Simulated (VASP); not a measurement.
A run of VASP 6.6.1:

The input INCAR:

```
SYSTEM = Zn
PREC     = Accurate       ! precision mode
ENCUT    = 520            ! plane-wave cutoff, eV
EDIFF    = 1E-6           ! SCF threshold, eV
ISMEAR   = -1             ! smearing method
SIGMA    = 0.1            ! smearing width, eV
LREAL    = .FALSE.        ! projectors in reciprocal space
LASPH    = .TRUE.         ! aspherical terms in the spheres
NELM     = 60             ! most SCF steps
ALGO     = Normal         ! electronic algorithm
ISIF     = 2              ! what is computed and relaxed
LWAVE    = .FALSE.        ! write WAVECAR
LCHARG   = .FALSE.        ! write CHGCAR
GGA      = CA             ! functional
NBANDS   = 19             ! bands
```

KPOINTS

```
Automatic mesh
0
G
  23 23 11
  0 0 0
```

File POSCAR:

```
Zn
1.0
    2.5709734949      0.0000000000      0.0000000000
   -1.2854867475      2.2265283591      0.0000000000
    0.0000000000      0.0000000000      4.7361908706
Zn
2
Direct
    0.3333333333      0.6666666667      0.2500000000
    0.6666666667      0.3333333333      0.7500000000
```

Potentials or basis: VASP PAW LDA potentials, release 64 (Zn).

The run is started by

```sh
$ cat potpaw_LDA.64/Zn/POTCAR > POTCAR
$ mpirun -np 1 vasp_std > vasp.out
```

Hardware: 1 thread of AMD EPYC 7R13 Processor (Zen 3), on a shared host.

Q: Estimate the wall time of this run.

A: Wall time 74 s on 1 thread of AMD EPYC 7R13 Processor (Zen 3), with other jobs on the host, peak memory 0.21 GiB. Counts: scf iterations 11, k points 336.
